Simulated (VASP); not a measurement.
Runs of VASP 6.6.1 on Ge. The structure is that of space group Cmcm (No. 63), or close to it. The cells are those of the table. 

| task | cell | k mesh | cutoff (eV) | gap on the mesh (eV) | pressure (GPa) | relaxed volume (Å³/atom) | largest force (eV/Å) |
| --- | --- | --- | --- | --- | --- | --- | --- |
| single point | a = 4.974, b = 4.974, c = 3.738 Å, angles 90.0, 90.0, 91.8°, 4 atoms | 10 × 10 × 12 | 520 | none | 0.0 | - | - |
| relaxation of cell and atoms | relaxed from a = 5.106, b = 5.106, c = 3.822 Å, angles 90.0, 90.0, 72.3°, 4 atoms | 4 × 4 × 4 | 600 | none | -0.2 | 19.46 | 0.03 |
| single point | a = 5.106, b = 5.106, c = 3.822 Å, angles 90.0, 90.0, 72.3°, 4 atoms | 4 × 4 × 4 | 520 | none | 15.1 | - | (a) |
| relaxation of cell and atoms | relaxed from a = 5.025, b = 5.025, c = 3.631 Å, angles 90.0, 90.0, 94.5°, 4 atoms | 4 × 4 × 6 | 600 | none | 0.0 | 22.94 | 0.02 |
| single point | a = 5.025, b = 5.025, c = 3.631 Å, angles 90.0, 90.0, 94.5°, 4 atoms | 4 × 4 × 4 | 520 | none | 0.0 | - | - |

Alike in all rows: level PBE; potentials or basis VASP PAW PBE potentials, release 64 (Ge_d); no spin polarisation; smearing gaussian 0.1 eV.

Question: Estimate the missing entries.

Answer: (a) 2.08.

Caveats: some runs use coarse meshes; the volume moved by over 15 % at a fixed basis, so the end points are rough (some runs); forces of over 1 eV/Å act on the atoms, so gaps and moduli don't describe the material at rest (some runs).

A k mesh can miss the band edges, and the runs leave out spin-orbit coupling on Ge.

A gap of «none» marks levels without a gap at the run's occupations.
